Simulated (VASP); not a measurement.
Input of a VASP 6.6.1 run:

INCAR

```
  ALGO = Normal
  EDIFF = 1E-7
  ENCUT = 520
  GGA = PS
  ISIF = 2
  ISMEAR = 0
  LASPH = T
  LCHARG = F
  LREAL = F
  LWAVE = F
  NBANDS = 15
  NELM = 80
  PREC = Accurate
  SIGMA = 0.15
```

File KPOINTS:

```
k-points
0
Gamma
  18 18 18
```

The input POSCAR:

```
TiC
1.0
    0.0000000000      2.0990800000      2.0990800000
    2.0990800000      0.0000000000      2.0990800000
    2.0990800000      2.0990800000      0.0000000000
Ti C
1 1
Direct
    0.0000000000      0.0000000000      0.0000000000
    0.5000000000      0.5000000000      0.5000000000
```

Potentials or basis: VASP PAW PBE potentials, release 64 (Ti_sv, C).

The run is started by

```bash
$ cat potpaw_PBE.64/Ti_sv/POTCAR potpaw_PBE.64/C/POTCAR > POTCAR
$ mpirun -np 1 vasp_std > vasp.out
```

Task: What does it give for the pressure?

Result: 20.7 GPa.

Task: What does it give for the band gap on the k mesh?

Result: Zero (bands 8 and 9 overlap by 1.11 eV).

Caveat: the cell differs from its parent crystal (strain -0.030 along x and y, -0.030 along z); the cell stands under pressure; the PAW data sets were made with another functional, which shifts forces and pressure a little.
